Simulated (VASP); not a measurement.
The system is BN.

```
CELL_PARAMETERS angstrom
2.55394 0.00000 0.00000
-1.27697 2.21178 0.00000
0.00000 0.00000 4.22685
ATOMIC_POSITIONS crystal
N 0.33333 0.66667 0.12528
N 0.66667 0.33333 0.62528
B 0.33333 0.66667 0.49972
B 0.66667 0.33333 0.99972
```

| Property | Result |
| --- | --- |
| Program | VASP 6.6.1 |
| Task | relaxation of cell and atoms |
| Functional | RPBE |
| Dispersion | D4 |
| Potentials or basis | VASP PAW PBE potentials, release 64 (N, B) |
| Cutoff | 600 eV |
| k mesh | 12 × 12 × 6 |
| Occupations | fermi-dirac, width 0.05 eV |
| Spin | no spin polarisation |

At the start: pressure -9.1 GPa; volume 5.97 Å³/atom.

Problem. Where does the relaxation end?

Solution. Over 6 steps the energy falls by 4.2 meV/atom and the volume is 5.83 Å³/atom (-2.4 %); space group P6_3mc (No. 186, to 0.05 Å).

Step by step:
```
step  energy change (eV)  largest force (eV/Å)  pressure (GPa)  volume (Å³)
   1              0.0000                0.0010           -9.12        23.88
   2              0.0025                0.0321           10.70        22.72
   3             -0.0166                0.0166           -0.03        23.31
   4             -0.0166                0.0169            0.16        23.30
   5             -0.0166                0.0195           -0.14        23.32
   6             -0.0166                0.0028            0.04        23.30
```

Final structure:
```
CELL_PARAMETERS angstrom
2.53387 0.00000 0.00000
-1.26693 2.19439 0.00000
0.00000 0.00000 4.19119
ATOMIC_POSITIONS crystal
N 0.33333 0.66667 0.12535
N 0.66667 0.33333 0.62535
B 0.33333 0.66667 0.49965
B 0.66667 0.33333 0.99965
```

Caveat: the PAW data sets were made with another functional, which shifts forces and pressure a little.
